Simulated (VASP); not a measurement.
Set up this calculation in VASP 6.6.1, as the native input.

```yaml
Task: single point
Functional: PBEsol
Potentials_or_basis: VASP PAW PBE potentials, release 64 (Cs_sv)
Cutoff: 520 eV
k_mesh: 6 × 6 × 6
Occupations: fermi-dirac, width 0.05 eV
Spin: no spin polarisation
Dipole_correction: no
Further_INCAR_settings: ALGO = Fast; EDIFF = 1e-06; NBANDS = 10
```

The structure of Cs lies in POSCAR:

```
Cs
1.0
    0.0000000000      4.0002934844      4.0002934844
    4.0002934844      0.0000000000      4.0002934844
    4.0002934844      4.0002934844      0.0000000000
Cs
1
Direct
    0.0000000000      0.0000000000      0.0000000000
```

One way to write it, as run:

INCAR

```
SYSTEM = Cs
PREC = Accurate ; ENCUT = 520
EDIFF = 1E-6 ; ISMEAR = -1
SIGMA = 0.05 ; LREAL = .FALSE.
LASPH = .TRUE. ; NELM = 60
ALGO = Fast ; ISIF = 2
LWAVE = .FALSE. ; LCHARG = .FALSE.
GGA = PS ; NBANDS = 10
```

KPOINTS

```
regular mesh
0
G
  6 6 6
  0 0 0
```

Potentials or basis: VASP PAW PBE potentials, release 64 (Cs_sv).

Launch:

```console
$ cat potpaw_PBE.64/Cs_sv/POTCAR > POTCAR
$ mpirun -np 1 vasp_std > vasp.out
```

It gave:

The pressure is -0.2 GPa.

Caveat: the PAW data sets were made with another functional, which shifts forces and pressure a little.

Run time: 19 s on 1 thread of AMD EPYC 7R13 Processor (Zen 3), on a shared host, peak memory 0.21 GiB.
